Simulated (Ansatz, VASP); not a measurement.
**Two plane-wave programs on O**

```
CELL_PARAMETERS angstrom
12.00000 0.00000 0.00000
0.00000 12.30000 0.00000
0.00000 0.00000 12.60000
ATOMIC_POSITIONS crystal
O 0.50000 0.50000 0.45139
O 0.50000 0.50000 0.54861
```

Alike in both runs: functional BLYP; k mesh 1 × 1 × 1; occupations fermi-dirac, width 0.01 eV; collinear spin.

Ansatz relaxed the structure, and its values are those at the end. VASP's run is a single point on that final structure, the one shown.

|  | VASP | Ansatz |
| --- | --- | --- |
| version | VASP 6.6.1 | Ansatz 0.2.0 |
| potentials or method | VASP PAW PBE potentials, release 64 (O), cutoff 520 eV | plane waves (420 eV) with PAW, scalar-relativistic |
| valence electrons in the cell | 12 | 12 |

```csv
,VASP,Ansatz,Ansatz less VASP
rms of the force components (eV/Å),0.766,0.001,-0.7651
net moment per atom (μB),1.00,1.00,0.000
size of the moment on the site where the two differ most (μB),0.81,0.57,-0.246
```

VASP's potentials were made for PBE, not for BLYP. Site moments also hang on the region over which each program counts them. One of these differences is far larger than is usual between the two programs; its cause wasn't traced. Ansatz's warnings: end state compared.

Noted on VASP's run: the standard files for N, O and F lose accuracy on very short bonds.
